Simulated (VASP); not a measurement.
## W: single point with PBE

W:

```
W
1.0
    -1.53341    1.53341    1.46952
     1.53341   -1.53341    1.46952
     1.53341    1.53341   -1.46952
W
1
Direct
  0.00000 0.00000 0.00000
```

This cell differs from its parent crystal: strain -0.040 along x and y, -0.080 along z.

| Property | Result |
| --- | --- |
| Program | VASP 6.6.1 |
| Task | single point |
| Functional | PBE |
| Potentials or basis | VASP PAW PBE potentials, release 64 (W_sv) |
| Cutoff | 520 eV |
| k mesh | 20 × 20 × 20 |
| Occupations | gaussian, width 0.15 eV |
| Spin | no spin polarisation |
| Dipole correction | no |
| Further INCAR settings | ALGO = Normal; EDIFF = 1e-07; NBANDS = 13 |

The pressure is 66.2 GPa and the band gap on the k mesh is zero (bands 7 and 8 overlap by 7.57 eV).

Stress tensor (GPa, compression positive):
```
59.45  0.00  0.00
 0.00 59.45  0.00
 0.00  0.00 79.84
```

Levels at points of the mesh, in eV from the Fermi level:
```
           k point  band 3  band 4  band 5  band 6  band 7  band 8  band 9  band 10  band 11  band 12
(0.00, 0.00, 0.00)  -37.43  -37.41  -10.45   -2.01   -1.32   -1.32    2.00     2.96    14.44    14.44
(0.50, 0.00, 0.00)  -38.08  -37.47   -7.33   -4.60    1.35    2.61    4.03     7.42    11.72    13.56
(0.50, 0.50, 0.00)  -37.99  -37.41   -7.30   -3.91    0.94    1.88    3.35     7.29    11.82    13.18
(0.50, 0.50, 0.50)  -38.85  -38.67   -7.20   -7.05    6.08    6.08    6.31     9.00     9.00    10.18
```

It took 36 s on 1 thread of Intel(R) Xeon(R) 6975P-C (Granite Rapids), with other jobs on the host, peak memory 0.22 GiB.

Caveat: the cell differs from its parent crystal (strain -0.040 along x and y, -0.080 along z); the stress differs along the axes, from 59 to 80 GPa; spin-orbit coupling is left out, which moves the levels of the heavy elements.
